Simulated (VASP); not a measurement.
Set up this calculation in VASP 6.6.1, as the native input.

| Property | Result |
| --- | --- |
| Task | single point |
| Functional | PBE |
| Potentials or basis | VASP PAW PBE potentials, release 64 (Al, Cu) |
| Cutoff | 520 eV |
| k mesh | 14 × 14 × 14 |
| Occupations | gaussian, width 0.15 eV |
| Spin | no spin polarisation |
| Dipole correction | no |
| Further INCAR settings | ALGO = Fast; EDIFF = 1e-06; NBANDS = 16 |

The structure of Al2Cu lies in POSCAR:

```
Al2Cu
1.0
   -1.9014808453      1.9014808453      2.8914013846
    1.9014808453     -1.9014808453      2.8914013846
    1.9014808453      1.9014808453     -2.8914013846
Al Cu
2 1
Direct
    0.7500000000      0.2500000000      0.5000000000
    0.2500000000      0.7500000000      0.5000000000
    0.5000000000      0.5000000000      0.0000000000
```

The input as run:

INCAR

```
SYSTEM = Al2Cu
ALGO = Fast
EDIFF = 1E-6
ENCUT = 520
GGA = PE
ISIF = 2
ISMEAR = 0
LASPH = .True.
LCHARG = .False.
LREAL = .False.
LWAVE = .False.
NBANDS = 16
NELM = 100
PREC = Accurate
SIGMA = 0.15
```

KPOINTS

```
k-points
0
Gamma
  14 14 14
  0 0 0
```

Potentials or basis: VASP PAW PBE potentials, release 64 (Al, Cu).

Run with:

```sh
$ cat potpaw_PBE.64/Al/POTCAR potpaw_PBE.64/Cu/POTCAR > POTCAR
$ mpirun -np 1 vasp_std > vasp.out
```

It gave:

```json
{"Pressure": "19.6 GPa", "Band gap on the k mesh": "zero (an odd number of electrons rules out a gap without spin polarisation)"}
```

Caveat: the cell stands under pressure.

Wall time 6.6 min on 1 thread of Intel Xeon 8259CL (shared host), peak memory 0.29 GiB.
